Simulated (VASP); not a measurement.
Wanted: the native input for a VASP 6.6.1 run.

| Item | Value |
| --- | --- |
| Task | single point |
| Functional | PBE |
| Potentials or basis | VASP PAW PBE potentials, release 64 (Cs_sv, Ag, Bi_d, Br) |
| Cutoff | 520 eV |
| k mesh | 4 × 4 × 4 |
| Occupations | gaussian, width 0.01 eV |
| Spin | no spin polarisation |
| Dipole correction | no |
| Further INCAR settings | ALGO = Normal; EDIFF = 1e-06; NBANDS = 54 |

The structure of Cs2AgBiBr6 lies in POSCAR:

```
Cs2AgBiBr6
1.0
    0.0000000000      5.6840063565      5.6840063565
    5.6840063565      0.0000000000      5.6840063565
    5.6840063565      5.6840063565      0.0000000000
Cs Ag Bi Br
2 1 1 6
Direct
    0.2500000000      0.2500000000      0.2500000000
    0.7500000000      0.7500000000      0.7500000000
    0.5000000000      0.5000000000      0.5000000000
    0.0000000000      0.0000000000      0.0000000000
    0.2513065120      0.7486934880      0.2513065120
    0.2513065120      0.7486934880      0.7486934880
    0.7486934880      0.2513065120      0.7486934880
    0.7486934880      0.2513065120      0.2513065120
    0.2513065120      0.2513065120      0.7486934880
    0.7486934880      0.7486934880      0.2513065120
```

This cell differs from its parent crystal: volume changed by -3%.

One way to write it, as run:

INCAR

```
  ALGO = Normal
  EDIFF = 1E-6
  ENCUT = 520
  GGA = PE
  ISIF = 2
  ISMEAR = 0
  LASPH = T
  LCHARG = F
  LREAL = F
  LWAVE = F
  NBANDS = 54
  NELM = 80
  PREC = Accurate
  SIGMA = 0.01
```

KPOINTS

```
k-points
0
Gamma
  4 4 4
```

Potentials or basis: VASP PAW PBE potentials, release 64 (Cs_sv, Ag, Bi_d, Br).

Command:

```console
$ cat potpaw_PBE.64/Cs_sv/POTCAR potpaw_PBE.64/Ag/POTCAR potpaw_PBE.64/Bi_d/POTCAR potpaw_PBE.64/Br/POTCAR > POTCAR
$ mpirun -np 1 vasp_std > vasp.out
```

It gave:

The pressure is 0.7 GPa and the largest force is 0.094 eV/Å. The band gap on the k mesh is 1.30 eV, indirect (least direct gap 2.44 eV).

Caveat: spin-orbit coupling is left out, which moves the levels of the heavy elements.

Wall time 4 min on 1 thread of Intel(R) Xeon(R) Platinum 8259CL CPU @ 2.50GHz (Skylake/Cascade Lake) (shared host), peak memory 0.6 GiB.
